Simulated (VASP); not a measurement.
# PbS in VASP: further runs

The runs below take PbS through single point, with PBE+D3(BJ).

Program: VASP 6.6.1. These are calculated values, not measurements. Logs are shortened: lines on timing, memory, paths and dates and some standing lists are left out, and cuts for length are marked.

## 1. The cell of the first run

The cell holds a slab with vacuum, 4 atoms: a = 4.250 Å, b = 4.250 Å, c = 10.998 Å, α = 90.00°, β = 90.00°, γ = 89.97°.

## 2. Single point, PBE+D3(BJ) (the distance across one plane changed)

Input file INCAR:

```
SYSTEM = PbS
ALGO = Normal ; EDIFF = 1E-6
ENCUT = 500 ; GGA = PE
GGA_COMPAT = .FALSE. ; ISIF = 2
ISMEAR = 0 ; IVDW = 12
LASPH = .TRUE. ; LCHARG = .FALSE.
LREAL = .FALSE. ; LWAVE = .FALSE.
NBANDS = 28 ; NELM = 120
PREC = Accurate ; SIGMA = 0.05
```

Input file KPOINTS:

```
k-points
0
G
  6 6 3
  0 0 0
```

Input file POSCAR:

```
PbS
1.0
    0.0000000000     -3.0043750300     -3.0061807900
    0.0000000000      3.0043750300     -3.0061807900
   10.9982770800      0.0000000000      0.0000000000
Pb S
2 2
Direct
    0.7433619700      0.2433619700      0.6416181066
    0.2433619700      0.7433619700      0.3856588930
    0.2356380300      0.7356380300      0.6304144696
    0.7356380300      0.2356380300      0.3968625301
```

Potentials or basis: VASP PAW PBE potentials, release 64 (Pb_d, S).

Started as:

```
$ cat potpaw_PBE.64/Pb_d/POTCAR potpaw_PBE.64/S/POTCAR > POTCAR
$ mpirun -np 1 vasp_std > vasp.out
```

OUTCAR:

```text
SYSTEM = PbS
   EDIFF = 1E-6
   ENCUT = 500
   GGA = PE
   ISIF = 2
   ISMEAR = 0
   IVDW = 12
   LASPH = .TRUE.
   LREAL = .FALSE.
   NELM = 120
   PREC = Accurate
 IVDW          = 12

 ion  position               nearest neighbor table
   1  0.743  0.243  0.642-   4 2.69   3 2.96   3 3.01   3 3.01   3 3.06   2 4.12   2 4.12   2 4.12
                             2 4.12
   2  0.243  0.743  0.386-   3 2.69   4 2.96   4 3.01   4 3.01   4 3.06   1 4.12   1 4.12   1 4.12
                             1 4.12
   3  0.236  0.736  0.630-   2 2.69   1 2.96   1 3.01   1 3.01   1 3.06
   4  0.736  0.236  0.397-   1 2.69   2 2.96   2 3.01   2 3.01   2 3.06

  LATTYP: Found a base centered orthorhombic cell.
 ALAT       =     6.0087500600
 B/A-ratio  =     1.0006010435
 C/A-ratio  =     1.8303768621

  Lattice vectors:

 A1 = (   0.0000000000,  -3.0043750300,   3.0061807900)
 A2 = (   0.0000000000,  -3.0043750300,  -3.0061807900)
 A3 = (  10.9982770800,   0.0000000000,   0.0000000000)

Analysis of symmetry for initial positions (statically):
=====================================================================
 Subroutine PRICEL returns:
 Original cell was already a primitive cell.

 Routine SETGRP: Setting up the symmetry group for a
 base centered orthorhombic supercell.

 Subroutine GETGRP returns: Found  4 space group operations
 (whereof  1 operations were pure point group operations)
 out of a pool of  8 trial point group operations.

The static configuration has the point symmetry C_1 .
 The point group associated with its full space group is C_2v.

Analysis of symmetry for dynamics (positions and initial velocities):
=====================================================================
 Subroutine PRICEL returns:
 Original cell was already a primitive cell.

 Routine SETGRP: Setting up the symmetry group for a
 base centered orthorhombic supercell.

 Subroutine GETGRP returns: Found  4 space group operations
 (whereof  1 operations were pure point group operations)
 out of a pool of  8 trial point group operations.

The dynamic configuration has the point symmetry C_1 .
 The point group associated with its full space group is C_2v.

 Subroutine INISYM returns: Found  4 space group operations
 (whereof  1 operations are pure point group operations),
 and found     1 'primitive' translations

----------------------------------------------------------------------------------------

                                     Primitive cell

  volume of cell :     198.6662

  direct lattice vectors                    reciprocal lattice vectors
     0.000000000 -3.004375030 -3.006180790     0.000000000 -0.166423963 -0.166323995
     0.000000000  3.004375030 -3.006180790     0.000000000  0.166423963 -0.166323995
    10.998277080  0.000000000  0.000000000     0.090923332  0.000000000  0.000000000

  length of vectors
     4.250104971  4.250104971 10.998277080     0.235288349  0.235288349  0.090923332

  position of ions in fractional coordinates (direct lattice)
     0.743361970  0.243361970  0.641618107
     0.243361970  0.743361970  0.385658893
     0.235638030  0.735638030  0.630414470
     0.735638030  0.235638030  0.396862530

  ion indices of the primitive-cell ions
   primitive index   ion index
                 1           1
                 2           2
                 3           3
                 4           4

----------------------------------------------------------------------------------------

 KPOINTS: k-points

Automatic generation of k-mesh.
 Grid dimensions read from file:
 generate k-points for:    6    6    3

 Generating k-lattice:

  Cartesian coordinates                     Fractional coordinates (reciprocal lattice)
     0.000000000 -0.027737327 -0.027720666     0.166666667  0.000000000  0.000000000
     0.000000000  0.027737327 -0.027720666     0.000000000  0.166666667  0.000000000
     0.030307777  0.000000000  0.000000000     0.000000000  0.000000000  0.333333333

  Length of vectors
     0.039214725  0.039214725  0.030307777

  Shift w.r.t. Gamma in fractional coordinates (k-lattice)
     0.000000000  0.000000000  0.000000000

 Subroutine IBZKPT returns following result:
 ===========================================

 Found     26 irreducible k-points:

 Following reciprocal coordinates:
            Coordinates               Weight
  0.000000  0.000000  0.000000      1.000000
  0.166667  0.000000  0.000000      4.000000
  0.333333  0.000000  0.000000      4.000000
  0.500000 -0.000000  0.000000      2.000000
  0.166667  0.166667  0.000000      2.000000
  0.333333  0.166667  0.000000      4.000000
[... 16 lines left out ...]
  0.333333  0.333333  0.333333      4.000000
  0.500000  0.333333  0.333333      8.000000
 [... further k-points ...]
   k-points           NKPTS =     26   k-points in BZ     NKDIM =     26   number of bands    NBANDS=     28
   number of dos      NEDOS =    301   number of ions     NIONS =      4
   total plane-waves  NPLWV =  81920
   dimension x,y,z NGX =    32 NGY =   32 NGZ =   80
   dimension x,y,z NGXF=    64 NGYF=   64 NGZF=  160
   ions per type =               2   2
   NGX,Y,Z   is equivalent  to a cutoff of  12.52, 12.52, 12.09 a.u.
   NGXF,Y,Z  is equivalent  to a cutoff of  25.03, 25.03, 24.19 a.u.
 SYSTEM =  PbS
   PREC   = accura    normal or accurate (medium, high low for compatibility)
   ISTART =      0    job   : 0-new  1-cont  2-samecut
   ICHARG =      2    charge: 1-file 2-atom 10-const
   ISPIN  =      1    spin polarized calculation?
   LNONCOLLINEAR =      F non collinear calculations
   LSORBIT =      F    spin-orbit coupling
   LASPH  =      T    aspherical Exc in radial PAW
   ENCUT  =  500.0 eV  36.75 Ry    6.06 a.u.   7.75  7.75 20.05*2*pi/ulx,y,z
   NELM   =    120;   NELMIN=  2; NELMDL= -5     # of ELM steps
   EDIFF  = 0.1E-05   stopping-criterion for ELM
   LREAL  =      F    real-space projection
   EDIFFG = 0.1E-04   stopping-criterion for IOM
   NSW    =      0    number of steps for IOM
   IBRION =     -1    ionic relax: 0-MD 1-quasi-New 2-CG
   NFREE  =      0    steps in history (QN), initial steepest desc. (CG)
   ISIF   =      2    stress and relaxation
   ISYM   =      2    0-nonsym 1-usesym 2-fastsym
   POTIM  = 0.5000    time-step for ionic-motion
   TEBEG  =    0.0;   TEEND  =   0.0 temperature during run
   PSTRESS=    0.0 pullay stress
   NELECT =      40.0000    total number of electrons
   NUPDOWN=      -1.0000    fix difference up-down
   EMIN   =  10.00;   EMAX   =-10.00  energy-range for DOS
   EFERMI =   0.00;   METHOD = LEGACY
   ISMEAR =     0;   SIGMA  =   0.05  broadening in eV -4-tet -1-fermi 0-gaus
   EFERMI_NEDOS =   21; number of points for ismear=-14 and -15
   IALGO  =     38    algorithm
   IMIX   =      4    mixing-type and parameters
     AMIX     =   0.40;   BMIX     =  1.00
     AMIX_MAG =   1.60;   BMIX_MAG =  1.00
  volume/ion in A,a.u.               =      49.67       335.17
  Fermi-wavevector in a.u.,A,eV,Ry     =   0.959519  1.813228 12.526564  0.920677
  Thomas-Fermi vector in A             =   2.088722
   LORBIT       =      0    0 simple, 1 ext, 2 COOP (PROOUT), +10 PAW based schemes
   GGA     = PE    functional components
   LHFCALC =     F    Hartree Fock is set to
   AEXX    =    0.0000 exact exchange contribution
   IVDW    =    12    specifies the selected vdW correction
   LEPSILON=     F    determine dielectric tensor
   LRPA    =     F    only Hartree local field effects (RPA)
 non-spin polarized calculation
 Gauss-broadening in eV      SIGMA  =   0.05
  energy-cutoff  :      500.00
  volume of cell :      198.67
 maximum number of plane-waves:      5060
   NGX = 15   NGY = 15   NGZ = 41

 number of electron      40.0000000 magnetization

 Free energy of the ion-electron system (eV)
  ---------------------------------------------------
  ext. energy  EPLUGINS =         0.00000000
  ---------------------------------------------------
  free energy    TOTEN  =       -17.30636600 eV

  energy without entropy =      -17.30636600  energy(sigma->0) =      -17.30636600

 E-fermi :   0.5580     XC(G=0):  -6.0054

 val. band max:        0.3217214253   @ k =   0.3333   0.0000   0.3333
 cond. band min:       2.3954076074   @ k =   0.5000  -0.0000   0.3333
 fundamental gap:      2.0736861821
 Fermi energy:         0.5580214179

 k-point     1 :       0.0000    0.0000    0.0000
  band No.  band energies     occupation
      1     -15.7991      2.00000
      2     -15.7074      2.00000
      3     -15.6902      2.00000
      4     -15.6817      2.00000
      5     -15.6690      2.00000
      6     -15.6659      2.00000
[... 20 lines left out ...]
     27       6.6684      0.00000
     28       6.7017      0.00000

 k-point     2 :       0.1667    0.0000    0.0000
  band No.  band energies     occupation
      1     -15.7846      2.00000
      2     -15.6994      2.00000
      3     -15.6880      2.00000
      4     -15.6789      2.00000
      5     -15.6759      2.00000
      6     -15.6711      2.00000
[... 20 lines left out ...]
     27       6.0560      0.00000
     28       6.7921      0.00000

 k-point     3 :       0.3333    0.0000    0.0000
  band No.  band energies     occupation
      1     -15.7521      2.00000
      2     -15.6981      2.00000
      3     -15.6879      2.00000
      4     -15.6849      2.00000
      5     -15.6826      2.00000
      6     -15.6691      2.00000
[... 20 lines left out ...]
     27       5.6888      0.00000
     28       7.2085      0.00000

 k-point     4 :       0.5000   -0.0000    0.0000
  band No.  band energies     occupation
      1     -15.7201      2.00000
      2     -15.7201      2.00000
      3     -15.6923      2.00000
      4     -15.6923      2.00000
      5     -15.6728      2.00000
      6     -15.6728      2.00000
[... 578 lines left out ...]
     27       5.8415      0.00000
     28       7.2202      0.00000

 k-point    23 :       0.3333    0.3333    0.3333
  band No.  band energies     occupation
      1     -15.7709      2.00000
      2     -15.7518      2.00000
      3     -15.6811      2.00000
      4     -15.6794      2.00000
      5     -15.6711      2.00000
      6     -15.6552      2.00000
[... 20 lines left out ...]
     27       6.5536      0.00000
     28       6.6355      0.00000

 k-point    24 :       0.5000    0.3333    0.3333
  band No.  band energies     occupation
      1     -15.7743      2.00000
      2     -15.7743      2.00000
      3     -15.6824      2.00000
      4     -15.6823      2.00000
      5     -15.6632      2.00000
      6     -15.6630      2.00000
[... 20 lines left out ...]
     27       6.5607      0.00000
     28       6.5743      0.00000

 [... further k-points ...]

------------------------ aborting loop because EDIFF is reached ----------------------------------------

 Edisp (eV)   -0.91599

 E8    (eV) :    -0.4268

  FORCE on cell =-STRESS in cart. coord.  units (eV):
  Direction    XX          YY          ZZ          XY          YZ          ZX
  --------------------------------------------------------------------------------------
  -------------------------------------------------------------------------------------
  Total      -0.48027    -0.89055    -0.88815     0.00000     0.00000     0.00000
  in kB      -3.87326    -7.18202    -7.16267     0.00000     0.00000     0.00000
  external pressure =       -6.07 kB  Pullay stress =        0.00 kB

 VOLUME and BASIS-vectors are now :
 -----------------------------------------------------------------------------
  energy-cutoff  :      500.00
  volume of cell :      198.67
      direct lattice vectors                 reciprocal lattice vectors
     0.000000000 -3.004375030 -3.006180790     0.000000000 -0.166423963 -0.166323995
     0.000000000  3.004375030 -3.006180790     0.000000000  0.166423963 -0.166323995
    10.998277080  0.000000000  0.000000000     0.090923332  0.000000000  0.000000000

 POSITION                                       TOTAL-FORCE (eV/Angst)
 -----------------------------------------------------------------------------------
      7.05669     -1.50219     -2.96627        -0.049287      0.000000      0.005177
      4.24158      1.50219     -2.96627         0.049287      0.000000      0.005177
      6.93347      1.50219     -2.91983        -0.062580      0.000000     -0.005177
      4.36480     -1.50219     -2.91983         0.062580      0.000000     -0.005177
 -----------------------------------------------------------------------------------
    total drift:                                0.000003      0.000000     -0.000371

  FREE ENERGIE OF THE ION-ELECTRON SYSTEM (eV)
  ---------------------------------------------------
  free  energy   TOTEN  =       -18.2223591842 eV

  energy  without entropy=      -18.2223591842  energy(sigma->0) =      -18.22235918
```

Run time: 3.5 min. Hardware: 1 thread of Intel Xeon 8259CL, shared host; peak memory 0.33 GiB.

What came out:

```
Free energy                : -18.2224 eV
Largest force              : 0.063 eV/Å
Band gap on the k mesh     : 2.07 eV
Dispersion energy per atom : -0.229 eV
```

Forces in eV/Å, atoms in the order of the input:
```
Pb  -0.049  0.000  0.005
Pb   0.049  0.000  0.005
S   -0.063  0.000 -0.005
S    0.063  0.000 -0.005
```

Caveat: the cell differs from its parent crystal (the distance across one plane changed); spin-orbit coupling is left out, which moves the levels of the heavy elements.

[end of part 1 of 2]
